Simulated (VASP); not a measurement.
Write the native input for VASP 6.6.1 that does the following.

```
Task                   : single point
Functional             : r2SCAN
Potentials or basis    : VASP PAW PBE potentials, release 64 (Te, Sn_d)
Cutoff                 : 520 eV
k mesh                 : 5 × 5 × 5
Occupations            : fermi-dirac, width 0.05 eV
Spin                   : non-collinear spin, zero start, spin-orbit coupling
Starting moments       : [[0.0, 0.0, 0.0], [0.0, 0.0, 0.0]] μB
Dipole correction      : no
Further INCAR settings : ALGO = Normal; EDIFF = 1e-06; NBANDS = 32
```

Crystal: SnTe.

```
Te Sn
1.0
     3.90470    0.00000    0.00000
     0.00000    3.90470    0.00000
     0.00000    0.00000    3.90470
Te Sn
1 1
Cartesian
  1.9524 1.9524 1.9524
  0.0000 0.0000 0.0000
```

These files were run (other wordings do the same):

POSCAR

```
SnTe
1.0
    3.9047000000      0.0000000000      0.0000000000
    0.0000000000      3.9047000000      0.0000000000
    0.0000000000      0.0000000000      3.9047000000
Te Sn
1 1
Direct
    0.5000000000      0.5000000000      0.5000000000
    0.0000000000      0.0000000000      0.0000000000
```

INCAR.step1

```
ALGO = Normal
EDIFF = 1E-4
ENCUT = 520
GGA = PE
GGA_COMPAT = F
ISMEAR = -1
LASPH = T
LCHARG = F
LNONCOLLINEAR = T
LREAL = F
LSORBIT = T
LWAVE = T
MAGMOM = 0 0 0 0 0 0
NBANDS = 32
NELM = 150
PREC = Accurate
SIGMA = 0.05
```

INCAR.step2

```
ALGO = Normal
EDIFF = 1E-6
ENCUT = 520
GGA_COMPAT = F
ISIF = 2
ISMEAR = -1
ISTART = 1
LASPH = T
LCHARG = T
LMIXTAU = T
LNONCOLLINEAR = T
LORBIT = 11
LORBMOM = T
LREAL = F
LSORBIT = T
LVHAR = T
LWAVE = F
MAGMOM = 0 0 0 0 0 0
METAGGA = R2SCAN
NBANDS = 32
NELM = 150
PREC = Accurate
SIGMA = 0.05
```

KPOINTS

```
k-points
0
Gamma
  5 5 5
```

Potentials or basis: VASP PAW PBE potentials, release 64 (Te, Sn_d).

Run with:

```bash
$ cat potpaw_PBE.64/Te/POTCAR potpaw_PBE.64/Sn_d/POTCAR > POTCAR
$ cp INCAR.step1 INCAR
$ mpirun -np 1 vasp_ncl > vasp.out
$ cp INCAR.step2 INCAR
$ mpirun -np 1 vasp_ncl > vasp.out
```

Results of the run:

The pressure is -0.9 GPa. The net moment is 0.00 μB per cell and the valence electrons inside the program's atomic spheres are Te 3.38; Sn 12.00.

Caveat: the PAW data sets were made with another functional, which shifts forces and pressure a little.

Run time: 3.9 min on 1 thread of Intel(R) Xeon(R) Platinum 8259CL CPU @ 2.50GHz (Skylake/Cascade Lake) (shared host), peak memory 0.33 GiB.
